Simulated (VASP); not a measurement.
Input of a VASP 6.6.1 run:

Contents of POSCAR:

```
MgS
1.0
    0.0000000000      2.6015179370      2.6015179370
    2.6015179370      0.0000000000      2.6015179370
    2.6015179370      2.6015179370      0.0000000000
Mg S
1 1
Direct
    0.0000000000      0.0000000000      0.0000000000
    0.5000000000      0.5000000000      0.5000000000
```

INCAR.step1

```
SYSTEM = MgS
PREC     = Accurate       ! precision mode
ENCUT    = 520            ! plane-wave cutoff, eV
ISMEAR   = 0              ! smearing method
SIGMA    = 0.01           ! smearing width, eV
LREAL    = .False.        ! projectors in reciprocal space
LASPH    = .True.         ! aspherical terms in the spheres
NELM     = 60             ! most SCF steps
NBANDS   = 11             ! bands
GGA      = PE             ! functional
ALGO     = Normal         ! electronic algorithm
EDIFF    = 1E-4           ! SCF threshold, eV
LWAVE    = .True.         ! write WAVECAR
LCHARG   = .False.        ! write CHGCAR
```

Contents of INCAR.step2:

```
SYSTEM = MgS
PREC     = Accurate       ! precision mode
ENCUT    = 520            ! plane-wave cutoff, eV
EDIFF    = 1E-6           ! SCF threshold, eV
ISMEAR   = 0              ! smearing method
SIGMA    = 0.01           ! smearing width, eV
LREAL    = .False.        ! projectors in reciprocal space
LASPH    = .True.         ! aspherical terms in the spheres
NELM     = 60             ! most SCF steps
ALGO     = Normal         ! electronic algorithm
ISIF     = 2              ! what is computed and relaxed
LWAVE    = .False.        ! write WAVECAR
LCHARG   = .True.         ! write CHGCAR
METAGGA  = R2SCAN         ! meta-GGA
LMIXTAU  = .True.       
LELF     = .True.         ! ELF
LVHAR    = .True.       
NBANDS   = 11             ! bands
ISTART   = 1
```

File KPOINTS:

```
regular mesh
0
Gamma
  6 6 6
  0 0 0
```

Potentials or basis: VASP PAW PBE potentials, release 64 (Mg, S).

Run with:

```console
$ cat potpaw_PBE.64/Mg/POTCAR potpaw_PBE.64/S/POTCAR > POTCAR
$ cp INCAR.step1 INCAR
$ mpirun -np 1 vasp_std > vasp.out
$ cp INCAR.step2 INCAR
$ mpirun -np 1 vasp_std > vasp.out
```

**Question.** Estimate the pressure.

**Answer.** -0.4 GPa.

**Question.** Estimate the band gap on the k mesh.

**Answer.** 3.43 eV, indirect (least direct gap 4.62 eV).

Caveat: the PAW data sets were made with another functional, which shifts forces and pressure a little. r2SCAN opens gaps a little over a GGA but as a rule still falls short of measured ones.
